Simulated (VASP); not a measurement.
# K (Fm-3m) in VASP: single point with HSE06

Aim: the single point of K with HSE06.

All numbers are computed with VASP 6.6.1; they aren't measurements. Logs are shortened: lines on timing, memory, paths and dates and some standing lists are left out, and cuts for length are marked.

## Step 1: The cell of the first run

Symmetry: Fm-3m, No. 225, cubic system. The conventional cell has a = 6.668 Å, b = 6.668 Å, c = 6.668 Å, α = 90.00°, β = 90.00°, γ = 90.00°.

## Step 2: Single point, HSE06

POSCAR

```
K
1.0
    0.0000000000      3.3341509516      3.3341509516
    3.3341509516      0.0000000000      3.3341509516
    3.3341509516      3.3341509516      0.0000000000
K
1
Direct
    0.0000000000      0.0000000000      0.0000000000
```

INCAR.step1

```
PREC = Accurate
ENCUT = 520
EDIFF = 1E-5
ISMEAR = -1
SIGMA = 0.1
LREAL = False
LASPH = True
NELM = 60
ALGO = Normal
ISIF = 2
LWAVE = True
NBANDS = 10
GGA = PE
```

INCAR.step2

```
PREC = Accurate
ENCUT = 520
EDIFF = 1E-6
ISMEAR = -1
SIGMA = 0.1
LREAL = False
LASPH = True
NELM = 60
ALGO = Normal
ISIF = 2
LWAVE = False
LCHARG = True
GGA = PE
LHFCALC = True
HFSCREEN = 0.2079
PRECFOCK = Normal
LELF = True
LVHAR = True
NBANDS = 10
ISTART = 1
```

KPOINTS

```
regular mesh
0
Gamma
  4 4 4
```

Potentials or basis: VASP PAW PBE potentials, release 64 (K_sv).

Started as:

```console
> cat potpaw_PBE.64/K_sv/POTCAR > POTCAR
> cp INCAR.step1 INCAR
> mpirun -np 1 vasp_std > vasp.out
> cp INCAR.step2 INCAR
> mpirun -np 1 vasp_std > vasp.out
```

OUTCAR:

```text
PREC = Accurate
   ENCUT = 520
   EDIFF = 1E-6
   ISMEAR = -1
   LREAL = False
   LASPH = True
   NELM = 60
   ISIF = 2
   GGA = PE
   LHFCALC = True
   HFSCREEN = 0.2079
   PRECFOCK = Normal
   ISTART = 1

 ion  position               nearest neighbor table
   1  0.000  0.000  0.000-

  LATTYP: Found a face centered cubic cell.
 ALAT       =     6.6683019032

  Lattice vectors:

 A1 = (   0.0000000000,   3.3341509516,   3.3341509516)
 A2 = (   3.3341509516,   0.0000000000,   3.3341509516)
 A3 = (   3.3341509516,   3.3341509516,   0.0000000000)

Analysis of symmetry for initial positions (statically):
=====================================================================
 Subroutine PRICEL returns:
 Original cell was already a primitive cell.

 Routine SETGRP: Setting up the symmetry group for a
 face centered cubic supercell.

 Subroutine GETGRP returns: Found 48 space group operations
 (whereof 48 operations were pure point group operations)
 out of a pool of 48 trial point group operations.

The static configuration has the point symmetry O_h .

Analysis of symmetry for dynamics (positions and initial velocities):
=====================================================================
 Subroutine PRICEL returns:
 Original cell was already a primitive cell.

 Routine SETGRP: Setting up the symmetry group for a
 face centered cubic supercell.

 Subroutine GETGRP returns: Found 48 space group operations
 (whereof 48 operations were pure point group operations)
 out of a pool of 48 trial point group operations.

The dynamic configuration has the point symmetry O_h .

 Subroutine INISYM returns: Found 48 space group operations
 (whereof 48 operations are pure point group operations),
 and found     1 'primitive' translations

----------------------------------------------------------------------------------------

                                     Primitive cell

  volume of cell :      74.1286

  direct lattice vectors                    reciprocal lattice vectors
     0.000000000  3.334150952  3.334150952    -0.149963216  0.149963216  0.149963216
     3.334150952  0.000000000  3.334150952     0.149963216 -0.149963216  0.149963216
     3.334150952  3.334150952  0.000000000     0.149963216  0.149963216 -0.149963216

  length of vectors
     4.715201495  4.715201495  4.715201495     0.259743910  0.259743910  0.259743910

  position of ions in fractional coordinates (direct lattice)
     0.000000000  0.000000000  0.000000000

  ion indices of the primitive-cell ions
   primitive index   ion index
                 1           1

----------------------------------------------------------------------------------------

 KPOINTS: regular mesh

Automatic generation of k-mesh.
 Grid dimensions read from file:
 generate k-points for:    4    4    4

 Generating k-lattice:

  Cartesian coordinates                     Fractional coordinates (reciprocal lattice)
    -0.037490804  0.037490804  0.037490804     0.250000000  0.000000000  0.000000000
     0.037490804 -0.037490804  0.037490804     0.000000000  0.250000000  0.000000000
     0.037490804  0.037490804 -0.037490804     0.000000000  0.000000000  0.250000000

  Length of vectors
     0.064935977  0.064935977  0.064935977

  Shift w.r.t. Gamma in fractional coordinates (k-lattice)
     0.000000000  0.000000000  0.000000000

 Subroutine IBZKPT returns following result:
 ===========================================

 Found      8 irreducible k-points:

 Following reciprocal coordinates:
            Coordinates               Weight
  0.000000  0.000000  0.000000      1.000000
  0.250000  0.000000  0.000000      8.000000
  0.500000  0.000000  0.000000      4.000000
  0.250000  0.250000  0.000000      6.000000
  0.500000  0.250000  0.000000     24.000000
 -0.250000  0.250000  0.000000     12.000000
  0.500000  0.500000  0.000000      3.000000
 -0.250000  0.500000  0.250000      6.000000
   k-points           NKPTS =      8   k-points in BZ     NKDIM =     64   number of bands    NBANDS=     10
   number of dos      NEDOS =    301   number of ions     NIONS =      1
   total plane-waves  NPLWV =  46656
   dimension x,y,z NGX =    36 NGY =   36 NGZ =   36
   dimension x,y,z NGXF=    72 NGYF=   72 NGZF=   72
   ions per type =               1
   NGX,Y,Z   is equivalent  to a cutoff of  12.69, 12.69, 12.69 a.u.
   NGXF,Y,Z  is equivalent  to a cutoff of  25.39, 25.39, 25.39 a.u.
 SYSTEM =  unknown system
   PREC   = accura    normal or accurate (medium, high low for compatibility)
   ISTART =      1    job   : 0-new  1-cont  2-samecut
   ICHARG =      0    charge: 1-file 2-atom 10-const
   ISPIN  =      1    spin polarized calculation?
   LNONCOLLINEAR =      F non collinear calculations
   LSORBIT =      F    spin-orbit coupling
   LASPH  =      T    aspherical Exc in radial PAW
   ENCUT  =  520.0 eV  38.22 Ry    6.18 a.u.   8.77  8.77  8.77*2*pi/ulx,y,z
   NELM   =     60;   NELMIN=  2; NELMDL=  0     # of ELM steps
   EDIFF  = 0.1E-05   stopping-criterion for ELM
   LREAL  =      F    real-space projection
   EDIFFG = 0.1E-04   stopping-criterion for IOM
   NSW    =      0    number of steps for IOM
   IBRION =     -1    ionic relax: 0-MD 1-quasi-New 2-CG
   NFREE  =      0    steps in history (QN), initial steepest desc. (CG)
   ISIF   =      2    stress and relaxation
   ISYM   =      3    0-nonsym 1-usesym 2-fastsym
   POTIM  = 0.5000    time-step for ionic-motion
   TEBEG  =    0.0;   TEEND  =   0.0 temperature during run
   PSTRESS=    0.0 pullay stress
   NELECT =       9.0000    total number of electrons
   NUPDOWN=      -1.0000    fix difference up-down
   EMIN   =  10.00;   EMAX   =-10.00  energy-range for DOS
   EFERMI =   0.00;   METHOD = LEGACY
   ISMEAR =    -1;   SIGMA  =   0.10  broadening in eV -4-tet -1-fermi 0-gaus
   EFERMI_NEDOS =   21; number of points for ismear=-14 and -15
   IALGO  =     38    algorithm
   IMIX   =      1    mixing-type and parameters
     AMIX     =   0.40;   BMIX     =  1.00
     AMIX_MAG =   1.60;   BMIX_MAG =  1.00
  volume/ion in A,a.u.               =      74.13       500.24
  Fermi-wavevector in a.u.,A,eV,Ry     =   0.810638  1.531884  8.940855  0.657134
  Thomas-Fermi vector in A             =   1.919851
   LORBIT       =      0    0 simple, 1 ext, 2 COOP (PROOUT), +10 PAW based schemes
   GGA     = PE    functional components
   LHFCALC =     T    Hartree Fock is set to
   PRECFOCK=normal    Normal, Fast or Accurate (Low or Medium for compatibility)
   ENCUT4O =  -1.0   cutoff for four orbital integrals eV
   NKREDX  =     1    reduce k-point grid by
   NKREDY  =     1    reduce k-point grid by
   NKREDZ  =     1    reduce k-point grid by
   AEXX    =    0.2500 exact exchange contribution
   HFSCREEN=    0.2079 screening length (either q_TF or 0.3 A-1)
   HFSCREENC=   0.2079 screening length for correlation (either q_TF or 0.3 A-1)
   ENCUTFOCK=  -1.0 apply spherical cutoff to Coloumb kernel
   IVDW    =     0    specifies the selected vdW correction
   LEPSILON=     F    determine dielectric tensor
   LRPA    =     F    only Hartree local field effects (RPA)
 non-spin polarized calculation
  energy-cutoff  :      520.00
  volume of cell :       74.13
 maximum number of plane-waves:      2012
  NGX = 28; NGY = 28; NGZ = 28

 number of electron       8.9999999 magnetization

 Free energy of the ion-electron system (eV)
  ---------------------------------------------------
  ext. energy  EPLUGINS =         0.00000000
  ---------------------------------------------------
  free energy    TOTEN  =        -1.07225115 eV

  energy without entropy =       -1.03014337  energy(sigma->0) =       -1.05119726

 E-fermi :   0.0523     XC(G=0):  -4.8474

 val. band max:       -0.4912916425   @ k =  -0.2500   0.2500   0.0000
 cond. band min:       0.1917282335   @ k =   0.5000   0.2500   0.0000
 fundamental gap:      0.6830198761
 Fermi energy:         0.0523226315

 k-point     1 :       0.0000    0.0000    0.0000
  band No.  band energies     occupation
      1     -35.2776      2.00000
      2     -17.3645      2.00000
      3     -17.3645      2.00000
      4     -17.3645      2.00000
      5      -2.6076      2.00000
      6       4.6979      0.00000
      7       4.6979      0.00000
      8       4.6979      0.00000
      9       6.1200      0.00000
     10       6.1200      0.00000

 k-point     2 :       0.2500    0.0000    0.0000
  band No.  band energies     occupation
      1     -35.2758      2.00000
      2     -17.3976      2.00000
      3     -17.3689      2.00000
      4     -17.3689      2.00000
      5      -1.7636      2.00000
      6       2.9905      0.00000
      7       4.7374      0.00000
      8       4.7374      0.00000
      9       5.9268      0.00000
     10       5.9268      0.00000

 k-point     3 :       0.5000    0.0000    0.0000
  band No.  band energies     occupation
      1     -35.2740      2.00000
      2     -17.4299      2.00000
      3     -17.3733      2.00000
      4     -17.3733      2.00000
      5       0.3362      0.11055
      6       0.4700      0.03022
      7       4.4414      0.00000
      8       4.4414      0.00000
      9       6.7765      0.00000
     10       7.0234      0.00000

 k-point     4 :       0.2500    0.2500    0.0000
  band No.  band energies     occupation
      1     -35.2752      2.00000
      2     -17.3964      2.00000
      3     -17.3762      2.00000
      4     -17.3762      2.00000
      5      -1.4942      2.00000
      6       3.3608      0.00000
      7       4.0118      0.00000
      8       4.7729      0.00000
      9       4.7729      0.00000
     10       6.5298      0.00000

 k-point     5 :       0.5000    0.2500    0.0000
  band No.  band energies     occupation
      1     -35.2734      2.00000
      2     -17.4183      2.00000
      3     -17.3900      2.00000
      4     -17.3806      2.00000
      5       0.1917      0.39752
      6       1.7068      0.00000
      7       2.9704      0.00000
      8       4.7194      0.00000
      9       5.0671      0.00000
     10       6.9668      0.00000

 k-point     6 :      -0.2500    0.2500    0.0000
  band No.  band energies     occupation
      1     -35.2740      2.00000
      2     -17.4113      2.00000
      3     -17.3914      2.00000
      4     -17.3733      2.00000
      5      -0.4913      1.99133
      6       2.3642      0.00000
      7       2.8693      0.00000
      8       4.8145      0.00000
      9       5.8466      0.00000
     10       6.2057      0.00000

 k-point     7 :       0.5000    0.5000    0.0000
  band No.  band energies     occupation
      1     -35.2728      2.00000
      2     -17.4255      2.00000
      3     -17.3879      2.00000
      4     -17.3879      2.00000
      5       0.9963      0.00016
      6       1.3932      0.00000
      7       2.6250      0.00000
      8       5.1152      0.00000
      9       5.1152      0.00000
     10       5.9770      0.00000

 k-point     8 :      -0.2500    0.5000    0.2500
  band No.  band energies     occupation
      1     -35.2728      2.00000
      2     -17.4066      2.00000
      3     -17.4066      2.00000
      4     -17.3885      2.00000
      5       1.5367      0.00000
      6       1.8418      0.00000
      7       1.8418      0.00000
      8       3.1745      0.00000
      9       6.5312      0.00000
     10       6.5346      0.00000

------------------------ aborting loop because EDIFF is reached ----------------------------------------

  FORCE on cell =-STRESS in cart. coord.  units (eV):
  Direction    XX          YY          ZZ          XY          YZ          ZX
  --------------------------------------------------------------------------------------
  -------------------------------------------------------------------------------------
  Total        0.0721271      0.0721271      0.0721271     -0.0000000      0.0000000     -0.0000000
  in kB        1.5589180      1.5589180      1.5589180     -0.0000000      0.0000000     -0.0000000
  external PRESSURE =       1.5589180 kB  Pullay stress =       0.0000000 kB

 VOLUME and BASIS-vectors are now :
 -----------------------------------------------------------------------------
  energy-cutoff  :      520.00
  volume of cell :       74.13
      direct lattice vectors                 reciprocal lattice vectors
     0.000000000  3.334150952  3.334150952    -0.149963216  0.149963216  0.149963216
     3.334150952  0.000000000  3.334150952     0.149963216 -0.149963216  0.149963216
     3.334150952  3.334150952  0.000000000     0.149963216  0.149963216 -0.149963216

 POSITION                                       TOTAL-FORCE (eV/Angst)
 -----------------------------------------------------------------------------------
      0.00000      0.00000      0.00000         0.000000      0.000000      0.000000
 -----------------------------------------------------------------------------------
    total drift:                                0.000000      0.000001      0.000001

  FREE ENERGIE OF THE ION-ELECTRON SYSTEM (eV)
  ---------------------------------------------------
  free  energy   TOTEN  =        -1.0722511496 eV

  energy  without entropy=       -1.0301433715  energy(sigma->0) =       -1.05119726
```

It took 2.8 min on 1 thread of AMD EPYC 7R13 (Zen 3), shared host; peak memory 0.27 GiB.

What came out:

* Free energy: -1.0723 eV
* Pressure: 0.2 GPa

Caveat: the k points lie up to 0.41 Å⁻¹ apart; the PAW data sets were made with another functional, which shifts forces and pressure a little.
